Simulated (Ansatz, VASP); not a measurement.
# TiC: VASP beside Ansatz

Contents of INCAR:

```
SYSTEM = TiC
  ALGO = Normal
  EDIFF = 1E-8
  ENCUT = 520
  GGA = PS
  ISIF = 2
  ISMEAR = -1
  LASPH = .True.
  LCHARG = .False.
  LEFG = .True.
  LREAL = .False.
  LWAVE = .False.
  NBANDS = 15
  NELM = 80
  PREC = Accurate
  SIGMA = 0.03
```

File KPOINTS:

```
k-points
0
Gamma
  14 14 14
  0 0 0
```

Contents of POSCAR:

```
TiC
1.0
    0.0000000000      2.1640000000      2.1423600000
    2.1640000000      0.0000000000      2.1423600000
    2.1640000000      2.1640000000      0.0000000000
Ti C
1 1
Direct
    0.0000000000      0.0000000000      0.0000000000
    0.5000000000      0.5000000000      0.5000000000
```

Input for Ansatz:

```yaml
crystal:
  lattice:
    - [0.0, 2.164, 2.14236]
    - [2.164, 0.0, 2.14236]
    - [2.164, 2.164, 0.0]
  atoms:
    - { symbol: Ti, position: [0.0, 0.0, 0.0] }
    - { symbol: C, position: [0.5, 0.5, 0.5] }
kpoints:
  mp_grid: { grid: [14, 14, 14] }
scf:
  occupations: { method: fermi_dirac, width: 0.03 }
hamiltonian:
  xc: pbesol
  pseudopotentials: { kind: all_electron, datasets: crystal }
output:
  forces: true
  stress: true
  eigenvalues: true
  efg: { contact_densities: true }
```

Change from the starting cell: zz strain of -1 %, crystal datasets.

Alike in both runs: task electric field gradients; functional PBEsol; k mesh 14 × 14 × 14; occupations fermi-dirac, width 0.03 eV; no spin polarisation.

|  | VASP | Ansatz |
| --- | --- | --- |
| version | VASP 6.6.1 | Ansatz 0.2.0 |
| potentials or method | VASP PAW PBE potentials, release 64 (Ti_sv, C), cutoff 520 eV | all-electron PAW with datasets made for the crystal, scalar-relativistic |

|  | VASP | Ansatz | Ansatz less VASP |
| --- | --- | --- | --- |
| pressure (GPa) | -3.4 | -3.7 | -0.30 |
| traceless stress, the component that is largest in VASP (GPa) | 2.71 | 2.70 | -0.011 |
| size of Vzz on the site where it differs most (V/Å²) | 7.9 | 8.3 | +0.41 |

VASP's potentials were made for PBE, not for PBEsol. Ansatz ran all-electron here, and VASP with PAW potentials.
